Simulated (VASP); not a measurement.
# SnO2 (Immm) in VASP: a series of runs

The runs below take SnO2 through single point, with PBE, LDA.

Everything below comes from runs of VASP 6.6.1. Logs are shortened: lines on timing, memory, paths and dates and some standing lists are left out, and cuts for length are marked.

## Step 1: The cell of the first run

Symmetry: Immm, No. 71, orthorhombic system. The conventional cell has a = 3.592 Å, b = 3.683 Å, c = 5.144 Å, α = 90.00°, β = 90.00°, γ = 90.00°. Within 2.9 Å of Sn (site symmetry mmm) lie 8 O at 2.21 to 2.24 Å. O (site symmetry mm2) has 4 Sn at 2.21 to 2.24 Å and 6 O at 2.57 to 2.58 Å within 2.9 Å.

The cell was built from a structure type or drawn by symmetry, and may not be a known phase.

## Step 2: Single point, PBE

INCAR reads:

```
SYSTEM = SnO2
PREC = Accurate ; ENCUT = 520
EDIFF = 1E-6 ; ISMEAR = 0
SIGMA = 0.1 ; LREAL = .False.
LASPH = .True. ; NELM = 100
ALGO = Normal ; ISIF = 2
LWAVE = .False. ; LCHARG = .False.
GGA = PE ; NBANDS = 20
```

KPOINTS reads:

```
Automatic mesh
0
Gamma
  8 8 8
  0 0 0
```

POSCAR reads:

```
SnO2
1.0
   -1.7958618546      2.5722350172      1.8415371098
    1.7958618546     -2.5722350172      1.8415371098
    1.7958618546      2.5722350172     -1.8415371098
Sn O
1 2
Direct
    0.2711597586      0.7711597586      0.5000000000
    1.0205034849      0.2711527982      0.7493506867
    0.5218021115      0.2711527982      0.2506493133
```

Potentials or basis: VASP PAW PBE potentials, release 64 (Sn_d, O).

Run with:

```
> cat potpaw_PBE.64/Sn_d/POTCAR potpaw_PBE.64/O/POTCAR > POTCAR
> mpirun -np 1 vasp_std > vasp.out
```

OUTCAR:

```text
SYSTEM = SnO2
   PREC = Accurate
   ENCUT = 520
   EDIFF = 1E-6
   ISMEAR = 0
   LREAL = .False.
   LASPH = .True.
   NELM = 100
   ISIF = 2
   GGA = PE

 ion  position               nearest neighbor table
   1  0.271  0.771  0.500-   3 2.21   2 2.21   3 2.21   2 2.21   2 2.24   3 2.24   2 2.24   3 2.24

   2  0.021  0.271  0.749-   1 2.21   1 2.21   1 2.24   1 2.24
   3  0.522  0.271  0.251-   1 2.21   1 2.21   1 2.24   1 2.24

  LATTYP: Found a body centered orthorhombic cell.
 ALAT       =     3.5917237092
 B/A-ratio  =     1.0254336129
 C/A-ratio  =     1.4323122965

  Lattice vectors:

 A1 = (   1.7958618546,  -2.5722350172,  -1.8415371098)
 A2 = (  -1.7958618546,  -2.5722350172,   1.8415371098)
 A3 = (  -1.7958618546,   2.5722350172,  -1.8415371098)

Analysis of symmetry for initial positions (statically):
=====================================================================
 Subroutine PRICEL returns:
 Original cell was already a primitive cell.

 Routine SETGRP: Setting up the symmetry group for a
 body centered orthorhombic supercell.

 Subroutine GETGRP returns: Found  4 space group operations
 (whereof  4 operations were pure point group operations)
 out of a pool of  8 trial point group operations.

The static configuration has the point symmetry C_2v.

Analysis of symmetry for dynamics (positions and initial velocities):
=====================================================================
 Subroutine PRICEL returns:
 Original cell was already a primitive cell.

 Routine SETGRP: Setting up the symmetry group for a
 body centered orthorhombic supercell.

 Subroutine GETGRP returns: Found  4 space group operations
 (whereof  4 operations were pure point group operations)
 out of a pool of  8 trial point group operations.

The dynamic configuration has the point symmetry C_2v.

 Subroutine INISYM returns: Found  4 space group operations
 (whereof  4 operations are pure point group operations),
 and found     1 'primitive' translations

----------------------------------------------------------------------------------------

                                     Primitive cell

  volume of cell :      34.0270

  direct lattice vectors                    reciprocal lattice vectors
    -1.795861855  2.572235017  1.841537110     0.000000000  0.194383482  0.271512313
     1.795861855 -2.572235017  1.841537110     0.278417852  0.000000000  0.271512313
     1.795861855  2.572235017 -1.841537110     0.278417852  0.194383482  0.000000000

  length of vectors
     3.637687687  3.637687687  3.637687687     0.333921958  0.388890005  0.339560655

  position of ions in fractional coordinates (direct lattice)
     0.271159759  0.771159759  0.500000000
     0.020503485  0.271152798  0.749350687
     0.521802112  0.271152798  0.250649313

  ion indices of the primitive-cell ions
   primitive index   ion index
                 1           1
                 2           2
                 3           3

----------------------------------------------------------------------------------------

 KPOINTS: Automatic mesh

Automatic generation of k-mesh.
 Grid dimensions read from file:
 generate k-points for:    8    8    8

 Generating k-lattice:

  Cartesian coordinates                     Fractional coordinates (reciprocal lattice)
     0.000000000  0.024297935  0.033939039     0.125000000  0.000000000  0.000000000
     0.034802231  0.000000000  0.033939039     0.000000000  0.125000000  0.000000000
     0.034802231  0.024297935  0.000000000     0.000000000  0.000000000  0.125000000

  Length of vectors
     0.041740245  0.048611251  0.042445082

  Shift w.r.t. Gamma in fractional coordinates (k-lattice)
     0.000000000  0.000000000  0.000000000

 Subroutine IBZKPT returns following result:
 ===========================================

 Found     95 irreducible k-points:

 Following reciprocal coordinates:
            Coordinates               Weight
  0.000000  0.000000  0.000000      1.000000
  0.125000  0.000000  0.000000      4.000000
  0.250000  0.000000  0.000000      4.000000
  0.375000  0.000000 -0.000000      4.000000
  0.500000  0.000000  0.000000      2.000000
  0.000000  0.125000  0.000000      4.000000
[... 16 lines left out ...]
  0.125000  0.375000  0.000000      8.000000
  0.250000  0.375000  0.000000      8.000000
 [... further k-points ...]
   k-points           NKPTS =     95   k-points in BZ     NKDIM =     95   number of bands    NBANDS=     20
   number of dos      NEDOS =    301   number of ions     NIONS =      3
   total plane-waves  NPLWV =  21952
   dimension x,y,z NGX =    28 NGY =   28 NGZ =   28
   dimension x,y,z NGXF=    56 NGYF=   56 NGZF=   56
   ions per type =               1   2
   NGX,Y,Z   is equivalent  to a cutoff of  12.80, 12.80, 12.80 a.u.
   NGXF,Y,Z  is equivalent  to a cutoff of  25.59, 25.59, 25.59 a.u.
 SYSTEM =  SnO2
   PREC   = accura    normal or accurate (medium, high low for compatibility)
   ISTART =      0    job   : 0-new  1-cont  2-samecut
   ICHARG =      2    charge: 1-file 2-atom 10-const
   ISPIN  =      1    spin polarized calculation?
   LNONCOLLINEAR =      F non collinear calculations
   LSORBIT =      F    spin-orbit coupling
   LASPH  =      T    aspherical Exc in radial PAW
   ENCUT  =  520.0 eV  38.22 Ry    6.18 a.u.   6.76  6.76  6.76*2*pi/ulx,y,z
   NELM   =    100;   NELMIN=  2; NELMDL= -5     # of ELM steps
   EDIFF  = 0.1E-05   stopping-criterion for ELM
   LREAL  =      F    real-space projection
   EDIFFG = 0.1E-04   stopping-criterion for IOM
   NSW    =      0    number of steps for IOM
   IBRION =     -1    ionic relax: 0-MD 1-quasi-New 2-CG
   NFREE  =      0    steps in history (QN), initial steepest desc. (CG)
   ISIF   =      2    stress and relaxation
   ISYM   =      2    0-nonsym 1-usesym 2-fastsym
   POTIM  = 0.5000    time-step for ionic-motion
   TEBEG  =    0.0;   TEEND  =   0.0 temperature during run
   PSTRESS=    0.0 pullay stress
   NELECT =      26.0000    total number of electrons
   NUPDOWN=      -1.0000    fix difference up-down
   EMIN   =  10.00;   EMAX   =-10.00  energy-range for DOS
   EFERMI =   0.00;   METHOD = LEGACY
   ISMEAR =     0;   SIGMA  =   0.10  broadening in eV -4-tet -1-fermi 0-gaus
   EFERMI_NEDOS =   21; number of points for ismear=-14 and -15
   IALGO  =     38    algorithm
   IMIX   =      4    mixing-type and parameters
     AMIX     =   0.40;   BMIX     =  1.00
     AMIX_MAG =   1.60;   BMIX_MAG =  1.00
  volume/ion in A,a.u.               =      11.34        76.54
  Fermi-wavevector in a.u.,A,eV,Ry     =   1.496665  2.828287 30.477133  2.240006
  Thomas-Fermi vector in A             =   2.608652
   LORBIT       =      0    0 simple, 1 ext, 2 COOP (PROOUT), +10 PAW based schemes
   GGA     = PE    functional components
   LHFCALC =     F    Hartree Fock is set to
   AEXX    =    0.0000 exact exchange contribution
   IVDW    =     0    specifies the selected vdW correction
   LEPSILON=     F    determine dielectric tensor
   LRPA    =     F    only Hartree local field effects (RPA)
 non-spin polarized calculation
 Gauss-broadening in eV      SIGMA  =   0.10
  energy-cutoff  :      520.00
  volume of cell :       34.03
 maximum number of plane-waves:       934
   NGX = 13   NGY = 13   NGZ = 13

 number of electron      25.9999992 magnetization

 Free energy of the ion-electron system (eV)
  ---------------------------------------------------
  ext. energy  EPLUGINS =         0.00000000
  ---------------------------------------------------
  free energy    TOTEN  =       -17.91641942 eV

  energy without entropy =      -17.91586902  energy(sigma->0) =      -17.91614422

 E-fermi :   7.4730     XC(G=0): -11.6767

 val. band max:        7.3807253055   @ k =  -0.2500   0.5000   0.2500
 cond. band min:       8.6480881321   @ k =   0.1250   0.0000   0.0000
 fundamental gap:      1.2673628266
 Fermi energy:         7.4729920624

 k-point     1 :       0.0000    0.0000    0.0000
  band No.  band energies     occupation
      1     -13.1830      2.00000
      2     -13.1811      2.00000
      3     -13.1760      2.00000
      4     -13.0533      2.00000
      5     -13.0530      2.00000
      6     -11.9349      2.00000
[... 12 lines left out ...]
     19      22.4844      0.00000
     20      22.4966      0.00000

 k-point     2 :       0.1250    0.0000    0.0000
  band No.  band energies     occupation
      1     -13.2355      2.00000
      2     -13.1717      2.00000
      3     -13.1659      2.00000
      4     -13.0537      2.00000
      5     -13.0531      2.00000
      6     -11.7797      2.00000
[... 12 lines left out ...]
     19      22.5068      0.00000
     20      22.5590      0.00000

 k-point     3 :       0.2500    0.0000    0.0000
  band No.  band energies     occupation
      1     -13.3748      2.00000
      2     -13.1519      2.00000
      3     -13.1474      2.00000
      4     -13.0503      2.00000
      5     -13.0464      2.00000
      6     -11.3050      2.00000
[... 12 lines left out ...]
     19      22.7022      0.00000
     20      23.1321      0.00000

 k-point     4 :       0.3750    0.0000   -0.0000
  band No.  band energies     occupation
      1     -13.5158      2.00000
      2     -13.1417      2.00000
      3     -13.1390      2.00000
      4     -13.0372      2.00000
      5     -13.0294      2.00000
      6     -10.5761      2.00000
[... 12 lines left out ...]
     19      22.7773      0.00000
     20      22.9840      0.00000

 k-point     5 :       0.5000    0.0000    0.0000
  band No.  band energies     occupation
      1     -13.5732      2.00000
      2     -13.1404      2.00000
      3     -13.1382      2.00000
      4     -13.0289      2.00000
      5     -13.0195      2.00000
      6      -9.9492      2.00000
[... 12 lines left out ...]
     19      22.6010      0.00000
     20      22.7441      0.00000

 k-point     6 :       0.0000    0.1250    0.0000
  band No.  band energies     occupation
      1     -13.2557      2.00000
      2     -13.1619      2.00000
      3     -13.1585      2.00000
      4     -13.0614      2.00000
      5     -13.0472      2.00000
      6     -11.7413      2.00000
[... 12 lines left out ...]
     19      22.6810      0.00000
     20      22.7366      0.00000

 k-point     7 :       0.1250    0.1250    0.0000
  band No.  band energies     occupation
      1     -13.3441      2.00000
      2     -13.1666      2.00000
      3     -13.1373      2.00000
      4     -13.0669      2.00000
      5     -13.0411      2.00000
      6     -11.3851      2.00000
[... 12 lines left out ...]
     19      22.9008      0.00000
     20      24.1524      0.00000
[... 277 lines left out ...]
 k-point    20 :      -0.2500    0.2500    0.0000
  band No.  band energies     occupation
      1     -13.3795      2.00000
      2     -13.1504      2.00000
      3     -13.1487      2.00000
      4     -13.0492      2.00000
      5     -13.0440      2.00000
      6     -11.3055      2.00000
[... 12 lines left out ...]
     19      22.6183      0.00000
     20      23.2818      0.00000

 k-point    21 :      -0.1250    0.2500    0.0000
  band No.  band energies     occupation
      1     -13.3586      2.00000
      2     -13.1521      2.00000
      3     -13.1368      2.00000
      4     -13.0672      2.00000
      5     -13.0378      2.00000
      6     -11.3921      2.00000
[... 12 lines left out ...]
     19      22.8699      0.00000
     20      24.2205      0.00000

 k-point    22 :       0.0000    0.3750   -0.0000
  band No.  band energies     occupation
      1     -13.6063      2.00000
      2     -13.1068      2.00000
      3     -13.0593      2.00000
      4     -13.0571      2.00000
      5     -13.0168      2.00000
      6     -10.5973      2.00000
[... 12 lines left out ...]
     19      24.0340      0.00000
     20      25.5479      0.00000

 k-point    23 :       0.1250    0.3750    0.0000
  band No.  band energies     occupation
      1     -13.6218      2.00000
      2     -13.1089      2.00000
      3     -13.1058      2.00000
      4     -13.0458      2.00000
      5     -13.0195      2.00000
      6     -10.2222      2.00000
[... 12 lines left out ...]
     19      24.5573      0.00000
     20      25.2662      0.00000

 k-point    24 :       0.2500    0.3750    0.0000
  band No.  band energies     occupation
      1     -13.5502      2.00000
      2     -13.2348      2.00000
      3     -13.0943      2.00000
      4     -13.0559      2.00000
      5     -13.0298      2.00000
      6      -9.7457      2.00000
[... 12 lines left out ...]
     19      23.9212      0.00000
     20      25.5160      0.00000

 [... further k-points ...]

------------------------ aborting loop because EDIFF is reached ----------------------------------------

  FORCE on cell =-STRESS in cart. coord.  units (eV):
  Direction    XX          YY          ZZ          XY          YZ          ZX
  --------------------------------------------------------------------------------------
  -------------------------------------------------------------------------------------
  Total        0.2190052      0.1315735      0.0750364      0.0000000      0.0000000      0.0000000
  in kB       10.3119541      6.1951935      3.5331202      0.0000000      0.0000000      0.0000000
  external PRESSURE =       6.6800893 kB  Pullay stress =       0.0000000 kB

 VOLUME and BASIS-vectors are now :
 -----------------------------------------------------------------------------
  energy-cutoff  :      520.00
  volume of cell :       34.03
      direct lattice vectors                 reciprocal lattice vectors
    -1.795861855  2.572235017  1.841537110     0.000000000  0.194383482  0.271512313
     1.795861855 -2.572235017  1.841537110     0.278417852  0.000000000  0.271512313
     1.795861855  2.572235017 -1.841537110     0.278417852  0.194383482  0.000000000

 POSITION                                       TOTAL-FORCE (eV/Angst)
 -----------------------------------------------------------------------------------
      1.79586      0.00000      0.99870        -0.000000     -0.000000     -0.000271
      1.79586      1.28278     -0.84286        -0.000000     -0.005961      0.000136
     -0.00000      1.28946      0.99868         0.000000      0.005961      0.000136
 -----------------------------------------------------------------------------------
    total drift:                               -0.000000     -0.000001     -0.000176

  FREE ENERGIE OF THE ION-ELECTRON SYSTEM (eV)
  ---------------------------------------------------
  free  energy   TOTEN  =       -17.9164194160 eV

  energy  without entropy=      -17.9158690212  energy(sigma->0) =      -17.91614422
```

It took 35 s on 1 thread of AMD EPYC 9R45 (Zen 5), shared host; peak memory 0.16 GiB.

Results:

| Item | Value |
| --- | --- |
| Free energy | -17.9164 eV |
| Pressure | 0.7 GPa |
| Largest force | 0.006 eV/Å |
| Band gap on the k mesh | zero (bands 13 and 14 overlap by 0.15 eV) |

Forces on the atoms (eV/Å):
```
Sn   0.000  0.000  0.000
O    0.000 -0.006  0.000
O    0.000  0.006  0.000
```

Levels at points of the mesh, in eV from the Fermi level:
```
           k point  band 11  band 12  band 13  band 14  band 15  band 16
(0.00, 0.00, 0.00)    -1.48    -1.40    -1.32    -0.24     6.65     6.90
(0.50, 0.00, 0.00)    -3.27    -2.10    -2.09     4.39     7.69     9.82
(0.00, 0.50, 0.00)    -0.28    -0.28    -0.18     2.99     6.78     9.68
(0.50, 0.50, 0.00)    -3.32    -2.13    -2.13     4.45     7.82     9.81
(0.50, 0.50, 0.50)    -0.31    -0.24    -0.18     2.99     6.80     9.68
```

Caveat: semilocal functionals underestimate gaps, so a narrow gap can read as zero; spin-orbit coupling is left out, which moves the levels of the heavy elements.

(Continued in part 2 of 2.)
